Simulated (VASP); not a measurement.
Write the native input for VASP 6.6.1 that does the following.

* Task: relaxation of cell and atoms
* Functional: PBE
* Potentials or basis: VASP PAW PBE potentials, release 64 (H, Se)
* Cutoff: 600 eV
* k mesh: 8 × 8 × 12
* Occupations: gaussian, width 0.1 eV
* Spin: no spin polarisation
* Dipole correction: no
* Further INCAR settings: ALGO = Normal; EDIFF = 1e-06; IBRION = 2; EDIFFG = -0.01; NSW = 100; ISIF = 3

The structure of H2Se lies in POSCAR:

```
H2Se
1.0
    5.2990665871      0.0000000000      0.0000000000
    0.0000000000      5.2990665871      0.0000000000
    0.0000000000      0.0000000000      3.0199244581
H Se
4 2
Direct
    0.3679042770      0.3679042770      0.0000000000
    0.1320957230      0.8679042770      0.5000000000
    0.6320957230      0.6320957230      0.0000000000
    0.8679042770      0.1320957230      0.5000000000
    0.0000000000      0.0000000000      0.0000000000
    0.5000000000      0.5000000000      0.5000000000
```

One way to write it, as run:

INCAR

```
SYSTEM = H2Se
  PREC = Accurate
  ENCUT = 600
  EDIFF = 1E-6
  ISMEAR = 0
  SIGMA = 0.1
  LREAL = .False.
  LASPH = .True.
  NELM = 100
  ALGO = Normal
  ISIF = 3
  LWAVE = .False.
  LCHARG = .False.
  GGA = PE
  IBRION = 2
  NSW = 100
  EDIFFG = -0.01
```

KPOINTS

```
Automatic mesh
0
Gamma
  8 8 12
  0 0 0
```

Potentials or basis: VASP PAW PBE potentials, release 64 (H, Se).

Run with:

```bash
$ cat potpaw_PBE.64/H/POTCAR potpaw_PBE.64/Se/POTCAR > POTCAR
$ mpirun -np 1 vasp_std > vasp.out
```

It gave:

```json
{"Pressure after relaxing": "0.1 GPa", "Largest force after relaxing": "0.009 eV/Å", "Band gap on the k mesh": "zero (band 8 reaches 1.95 eV, above the bottom of band 9 at 0.03 eV)"}
```

Caveat: the relaxation stopped at its first step, so nothing moved.

It took 2.2 min on 1 thread of Oxide Virtual Turin-like Processor, with other jobs on the host, peak memory 0.25 GiB.
